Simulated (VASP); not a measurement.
A run of VASP 6.6.1:

Contents of INCAR:

```
ALGO = Normal ; EDIFF = 1E-6
EDIFFG = -0.04 ; ENCUT = 600
GGA = PE ; IBRION = 2
ISIF = 3 ; ISMEAR = 0
LASPH = T ; LCHARG = F
LREAL = F ; LWAVE = F
NELM = 80 ; NSW = 90
PREC = Accurate ; SIGMA = 0.1
```

Contents of KPOINTS:

```
k-points
0
Gamma
  8 8 8
```

POSCAR

```
B
1.0
   -1.6946780400      1.6946780400      2.7212783600
    1.6946780400     -1.6946780400      2.7212783600
    1.6946780400      1.6946780400     -2.7212783600
B
4
Direct
    0.7202863500      0.2202863500      0.9405727000
    0.2797136500      0.7797136500      0.0594273000
    0.7797136500      0.7202863500      0.5000000000
    0.2202863500      0.2797136500      0.5000000000
```

Potentials or basis: VASP PAW PBE potentials, release 64 (B).

Launch:

```bash
$ cat potpaw_PBE.64/B/POTCAR > POTCAR
$ mpirun -np 1 vasp_std > vasp.out
```

Hardware: 1 thread of Intel(R) Xeon(R) 6975P-C (Granite Rapids), with other jobs on the host.

Estimate the wall time of this run.

Wall time 3 min on 1 thread of Intel(R) Xeon(R) 6975P-C (Granite Rapids) (shared host), peak memory 0.17 GiB. Counts: scf iterations 175, k points 59, ion steps 29.
